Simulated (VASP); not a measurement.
# NaW (Imma) in VASP: relaxation of cell and atoms with PBE

Aim: the relaxation of cell and atoms of NaW with PBE.

All numbers are computed with VASP 6.6.1; they aren't measurements. Logs are shortened: lines on timing, memory, paths and dates and some standing lists are left out, and cuts for length are marked.

## 1. The cell of the first run

Symmetry: Imma, No. 74, orthorhombic system. Conventional cell: a = 6.448 Å, b = 6.878 Å, c = 3.553 Å, α = 90.00°, β = 90.00°, γ = 90.00°. Na (site symmetry 2/m) has 4 W at 2.16 to 2.66 Å within 2.9 Å. Within 2.9 Å of W (site symmetry mm2) lie 4 Na at 2.16 to 2.66 Å.

The cell was generated, and may not be a known phase.

## 2. Relaxation of cell and atoms, PBE

INCAR reads:

```
PREC     = Accurate       # precision mode
ENCUT    = 600            # plane-wave cutoff, eV
EDIFF    = 1E-7           # SCF threshold, eV
ISMEAR   = 0              # smearing method
SIGMA    = 0.1            # smearing width, eV
LREAL    = False          # projectors in reciprocal space
LASPH    = True           # aspherical terms in the spheres
NELM     = 60             # most SCF steps
ALGO     = Fast           # electronic algorithm
ISIF     = 3              # what is computed and relaxed
LWAVE    = False          # write WAVECAR
LCHARG   = False          # write CHGCAR
GGA      = PE             # functional
IBRION   = 2              # ionic algorithm
NSW      = 90             # ionic steps
EDIFFG   = -0.04          # ionic threshold
```

KPOINTS reads:

```
regular mesh
0
Gamma
  6 6 6
```

POSCAR reads:

```
NaW
1.0
   -3.2238703115      3.4389506437      1.7766722657
    3.2238703115     -3.4389506437      1.7766722657
    3.2238703115      3.4389506437     -1.7766722657
Na W
2 2
Direct
    0.5000000000      0.5000000000      0.5000000000
    0.5000000000      0.0000000000      0.0000000000
    0.9049241033      0.1549241033      0.7500000000
    0.0950758967      0.8450758967      0.2500000000
```

Potentials or basis: VASP PAW PBE potentials, release 64 (Na_pv, W_sv).

Started as:

```sh
$ cat potpaw_PBE.64/Na_pv/POTCAR potpaw_PBE.64/W_sv/POTCAR > POTCAR
$ mpirun -np 1 vasp_std > vasp.out
```

OUTCAR:

```text
PREC = Accurate
   ENCUT = 600
   EDIFF = 1E-7
   ISMEAR = 0
   LREAL = False
   LASPH = True
   NELM = 60
   ISIF = 3
   GGA = PE
   IBRION = 2
   NSW = 90
   EDIFFG = -0.04

 ion  position               nearest neighbor table
   1  0.500  0.500  0.500-   3 2.16   4 2.16   4 2.66   3 2.66
   2  0.500  0.000  0.000-   3 2.16   4 2.16   4 2.66   3 2.66
   3  0.905  0.155  0.750-   1 2.16   2 2.16   2 2.66   1 2.66   4 3.29   4 3.29
   4  0.095  0.845  0.250-   1 2.16   2 2.16   1 2.66   2 2.66   3 3.29   3 3.29

  LATTYP: Found a body centered orthorhombic cell.
 ALAT       =     3.5533445314
 B/A-ratio  =     1.8145554325
 C/A-ratio  =     1.9356133993

  Lattice vectors:

 A1 = (   3.2238703115,  -3.4389506437,   1.7766722657)
 A2 = (  -3.2238703115,  -3.4389506437,  -1.7766722657)
 A3 = (   3.2238703115,   3.4389506437,  -1.7766722657)

Analysis of symmetry for initial positions (statically):
=====================================================================
 Subroutine PRICEL returns:
 Original cell was already a primitive cell.

 Routine SETGRP: Setting up the symmetry group for a
 body centered orthorhombic supercell.

 Subroutine GETGRP returns: Found  8 space group operations
 (whereof  4 operations were pure point group operations)
 out of a pool of  8 trial point group operations.

The static configuration has the point symmetry C_2h.
 The point group associated with its full space group is D_2h.

Analysis of symmetry for dynamics (positions and initial velocities):
=====================================================================
 Subroutine PRICEL returns:
 Original cell was already a primitive cell.

 Routine SETGRP: Setting up the symmetry group for a
 body centered orthorhombic supercell.

 Subroutine GETGRP returns: Found  8 space group operations
 (whereof  4 operations were pure point group operations)
 out of a pool of  8 trial point group operations.

The dynamic configuration has the point symmetry C_2h.
 The point group associated with its full space group is D_2h.

 Subroutine INISYM returns: Found  8 space group operations
 (whereof  4 operations are pure point group operations),
 and found     1 'primitive' translations

----------------------------------------------------------------------------------------

                                     Primitive cell

  volume of cell :      78.7899

  direct lattice vectors                    reciprocal lattice vectors
    -3.223870311  3.438950644  1.776672266     0.000000000  0.145393189  0.281425004
     3.223870311 -3.438950644  1.776672266     0.155093087  0.000000000  0.281425004
     3.223870311  3.438950644 -1.776672266     0.155093087  0.145393189  0.000000000

  length of vectors
     5.037488030  5.037488030  5.037488030     0.316763654  0.321331447  0.212586559

  position of ions in fractional coordinates (direct lattice)
     0.500000000  0.500000000  0.500000000
     0.500000000  0.000000000  0.000000000
     0.904924103  0.154924103  0.750000000
     0.095075897  0.845075897  0.250000000

  ion indices of the primitive-cell ions
   primitive index   ion index
                 1           1
                 2           2
                 3           3
                 4           4

----------------------------------------------------------------------------------------

 KPOINTS: regular mesh

Automatic generation of k-mesh.
 Grid dimensions read from file:
 generate k-points for:    6    6    6

 Generating k-lattice:

  Cartesian coordinates                     Fractional coordinates (reciprocal lattice)
     0.000000000  0.024232198  0.046904167     0.166666667  0.000000000 -0.000000000
     0.025848848  0.000000000  0.046904167     0.000000000  0.166666667 -0.000000000
     0.025848848  0.024232198  0.000000000     0.000000000  0.000000000  0.166666667

  Length of vectors
     0.052793942  0.053555241  0.035431093

  Shift w.r.t. Gamma in fractional coordinates (k-lattice)
     0.000000000  0.000000000  0.000000000

 Subroutine IBZKPT returns following result:
 ===========================================

 Found     46 irreducible k-points:

 Following reciprocal coordinates:
            Coordinates               Weight
  0.000000  0.000000  0.000000      1.000000
  0.166667 -0.000000  0.000000      4.000000
  0.333333 -0.000000  0.000000      4.000000
  0.500000  0.000000 -0.000000      2.000000
 -0.000000  0.166667  0.000000      4.000000
  0.166667  0.166667  0.000000      8.000000
[... 16 lines left out ...]
 -0.166667  0.166667  0.166667      2.000000
  0.166667  0.333333  0.166667      4.000000
 [... further k-points ...]
   k-points           NKPTS =     46   k-points in BZ     NKDIM =     46   number of bands    NBANDS=     25
   number of dos      NEDOS =    301   number of ions     NIONS =      4
   total plane-waves  NPLWV =  64000
   dimension x,y,z NGX =    40 NGY =   40 NGZ =   40
   dimension x,y,z NGXF=    80 NGYF=   80 NGZF=   80
   ions per type =               2   2
   NGX,Y,Z   is equivalent  to a cutoff of  13.20, 13.20, 13.20 a.u.
   NGXF,Y,Z  is equivalent  to a cutoff of  26.40, 26.40, 26.40 a.u.
 SYSTEM =  unknown system
   PREC   = accura    normal or accurate (medium, high low for compatibility)
   ISTART =      0    job   : 0-new  1-cont  2-samecut
   ICHARG =      2    charge: 1-file 2-atom 10-const
   ISPIN  =      1    spin polarized calculation?
   LNONCOLLINEAR =      F non collinear calculations
   LSORBIT =      F    spin-orbit coupling
   LASPH  =      T    aspherical Exc in radial PAW
   ENCUT  =  600.0 eV  44.10 Ry    6.64 a.u.  10.06 10.06 10.06*2*pi/ulx,y,z
   NELM   =     60;   NELMIN=  2; NELMDL= -5     # of ELM steps
   EDIFF  = 0.1E-06   stopping-criterion for ELM
   LREAL  =      F    real-space projection
   EDIFFG = -.4E-01   stopping-criterion for IOM
   NSW    =     90    number of steps for IOM
   IBRION =      2    ionic relax: 0-MD 1-quasi-New 2-CG
   NFREE  =      1    steps in history (QN), initial steepest desc. (CG)
   ISIF   =      3    stress and relaxation
   ISYM   =      2    0-nonsym 1-usesym 2-fastsym
   POTIM  = 0.5000    time-step for ionic-motion
   TEBEG  =    0.0;   TEEND  =   0.0 temperature during run
   PSTRESS=    0.0 pullay stress
   NELECT =      42.0000    total number of electrons
   NUPDOWN=      -1.0000    fix difference up-down
   EMIN   =  10.00;   EMAX   =-10.00  energy-range for DOS
   EFERMI =   0.00;   METHOD = LEGACY
   ISMEAR =     0;   SIGMA  =   0.10  broadening in eV -4-tet -1-fermi 0-gaus
   EFERMI_NEDOS =   21; number of points for ismear=-14 and -15
   IALGO  =     68    algorithm
   IMIX   =      4    mixing-type and parameters
     AMIX     =   0.40;   BMIX     =  1.00
     AMIX_MAG =   1.60;   BMIX_MAG =  1.00
  volume/ion in A,a.u.               =      19.70       132.93
  Fermi-wavevector in a.u.,A,eV,Ry     =   1.327397  2.508418 23.973249  1.761984
  Thomas-Fermi vector in A             =   2.456713
   LORBIT       =      0    0 simple, 1 ext, 2 COOP (PROOUT), +10 PAW based schemes
   GGA     = PE    functional components
   LHFCALC =     F    Hartree Fock is set to
   AEXX    =    0.0000 exact exchange contribution
   IVDW    =     0    specifies the selected vdW correction
   LEPSILON=     F    determine dielectric tensor
   LRPA    =     F    only Hartree local field effects (RPA)
 conjugate gradient relaxation of ions
 non-spin polarized calculation
 RMM-DIIS sequential band-by-band and
 Gauss-broadening in eV      SIGMA  =   0.10
  energy-cutoff  :      600.00
  volume of cell :       78.79
 maximum number of plane-waves:      2670
   NGX = 21   NGY = 21   NGZ = 21

--------------------------------------- Ionic step        1  -------------------------------------------

 number of electron      41.9999987 magnetization

 Free energy of the ion-electron system (eV)
  ---------------------------------------------------
  ext. energy  EPLUGINS =         0.00000000
  ---------------------------------------------------
  free energy    TOTEN  =       -10.89560905 eV

  energy without entropy =      -10.86138203  energy(sigma->0) =      -10.87849554

------------------------ aborting loop because EDIFF is reached ----------------------------------------

  FORCE on cell =-STRESS in cart. coord.  units (eV):
  Direction    XX          YY          ZZ          XY          YZ          ZX
  --------------------------------------------------------------------------------------
  -------------------------------------------------------------------------------------
  Total       20.7019002    -13.8026466     20.9821848      0.0000000      0.0000000      0.0000000
  in kB      420.9688626   -280.6739656    426.6683915      0.0000000      0.0000000      0.0000000
  external PRESSURE =     188.9877628 kB  Pullay stress =       0.0000000 kB
[... 25 lines left out ...]
--------------------------------------- Ionic step        2  -------------------------------------------

 number of electron      41.9999995 magnetization

------------------------ aborting loop EDIFF was not reached (unconverged)  ----------------------------

  FORCE on cell =-STRESS in cart. coord.  units (eV):
  Direction    XX          YY          ZZ          XY          YZ          ZX
  --------------------------------------------------------------------------------------
  -------------------------------------------------------------------------------------
  Total       -2.1130220    -16.0021742     -4.9168978      0.0000000      0.0000000      0.0000000
  in kB      -32.9194199   -249.3027933    -76.6018633      0.0000000      0.0000000      0.0000000
  external PRESSURE =    -119.6080255 kB  Pullay stress =       0.0000000 kB
[... 25 lines left out ...]
--------------------------------------- Ionic step        3  -------------------------------------------

 number of electron      41.9999995 magnetization

 E-fermi :   2.5894     XC(G=0):  -9.2777

 val. band max:        2.5759121225   @ k =   0.3333  -0.0000   0.0000
 cond. band min:       2.5935961369   @ k =   0.5000   0.5000   0.5000
 fundamental gap:      0.0176840144
 Fermi energy:         2.5893936520

 k-point     1 :       0.0000    0.0000    0.0000
  band No.  band energies     occupation
      1     -71.7413      2.00000
      2     -71.7388      2.00000
      3     -35.8531      2.00000
      4     -35.8513      2.00000
      5     -35.8489      2.00000
      6     -35.8483      2.00000
[... 694 lines left out ...]
  FREE ENERGIE OF THE ION-ELECTRON SYSTEM (eV)
  ---------------------------------------------------
  free  energy   TOTEN  =       -17.5478046757 eV

  energy  without entropy=      -17.5175051434  energy(sigma->0) =      -17.53265491

[... ionic steps 4 to 17 ...]

--------------------------------------- Ionic step       18  -------------------------------------------

 number of electron      42.0000021 magnetization

------------------------ aborting loop because EDIFF is reached ----------------------------------------
[... 71 lines left out ...]
--------------------------------------- Ionic step       20  -------------------------------------------

 number of electron      42.0000020 magnetization

 Free energy of the ion-electron system (eV)
  ---------------------------------------------------
  ext. energy  EPLUGINS =         0.00000000
  ---------------------------------------------------
  free energy    TOTEN  =       -24.44677936 eV

  energy without entropy =      -24.43471148  energy(sigma->0) =      -24.44074542

 E-fermi :   5.8171     XC(G=0): -10.7183

 val. band max:        5.8114671409   @ k =   0.1667   0.1667   0.0000
 cond. band min:       5.8274709937   @ k =   0.3333   0.3333   0.0000
 fundamental gap:      0.0160038528
 Fermi energy:         5.8171197529

 k-point     1 :       0.0000    0.0000    0.0000
  band No.  band energies     occupation
      1     -68.0582      2.00000
      2     -67.9252      2.00000
      3     -32.7616      2.00000
      4     -32.3977      2.00000
      5     -32.1893      2.00000
      6     -32.1073      2.00000
[... 694 lines left out ...]
  FREE ENERGIE OF THE ION-ELECTRON SYSTEM (eV)
  ---------------------------------------------------
  free  energy   TOTEN  =       -24.4467793607 eV

  energy  without entropy=      -24.4347114828  energy(sigma->0) =      -24.44074542

 reached required accuracy - stopping structural energy minimisation
```

Wall time 48 min (1 thread of AMD EPYC 9R45 (Zen 5), shared host); peak memory 0.31 GiB.

Results:

```
Free energy                           : -24.4468 eV
Relaxed volume                        : 18.45 Å³/atom
Relaxed cell                          : a = 6.181 Å, b = 6.181 Å, c = 6.181 Å, α = 52.01°, β = 152.86°, γ = 136.52°
Space group after relaxing (to 0.1 Å) : Cmmm (No. 65)
Energy gained by relaxing             : 3387.8 meV/atom
Ionic steps                           : 20
Pressure after relaxing               : 0.0 GPa
Largest force after relaxing          : 0.005 eV/Å
Band gap on the k mesh                : zero (bands 21 and 22 overlap by 2.18 eV)
```

Forces in eV/Å, atoms in the order of the input:
```
Na   0.000  0.000  0.000
Na   0.000  0.000  0.000
W    0.000  0.000 -0.005
W    0.000  0.000  0.005
```

The path:
```csv
step,energy change (eV),largest force (eV/Å),pressure (GPa),volume (Å³)
1,0.0000,4.7800,18.90,78.79
2,-6.5019,0.5046,-11.96,102.84
3,-6.6522,0.6401,-12.81,105.29
4,-10.0695,0.9061,-8.03,81.33
5,-10.8306,0.7136,0.16,72.61
6,-9.9625,1.0505,51.15,54.98
7,-11.0287,0.4193,7.89,67.75
8,-11.0350,0.0062,16.33,63.93
9,-12.3246,0.9514,26.40,61.49
10,-12.2256,1.4699,34.15,60.17
11,-12.9107,0.3823,8.26,71.06
12,-13.0590,0.0492,14.40,67.87
13,-13.5057,0.0635,1.72,72.65
14,-13.5306,0.1223,1.22,72.86
15,-13.5307,0.1226,1.40,72.76
16,-13.5455,0.0723,0.44,73.44
17,-13.5497,0.0279,-0.36,74.02
18,-13.5507,0.0108,-0.09,73.85
19,-13.5510,0.0055,0.17,73.70
20,-13.5512,0.0053,0.01,73.78
```

Final structure:
```cif
data_structure
_symmetry_space_group_name_H-M 'P 1'
_symmetry_Int_Tables_number 1
_cell_length_a 6.1813
_cell_length_b 6.1813
_cell_length_c 6.1813
_cell_angle_alpha 52.008
_cell_angle_beta 152.862
_cell_angle_gamma 136.522
_cell_volume 73.78
loop_
_atom_site_label
_atom_site_type_symbol
_atom_site_fract_x
_atom_site_fract_y
_atom_site_fract_z
_atom_site_occupancy
Na1 Na 0.50000 0.50000 0.50000 1
Na2 Na 0.50000 0.00000 0.00000 1
W1 W 0.00005 0.25005 0.75000 1
W2 W 0.99995 0.74995 0.25000 1
```

Caveat: a cell axis changed by over 15 % at a fixed basis, so the end point is rough; spin-orbit coupling is left out, which moves the levels of the heavy elements.
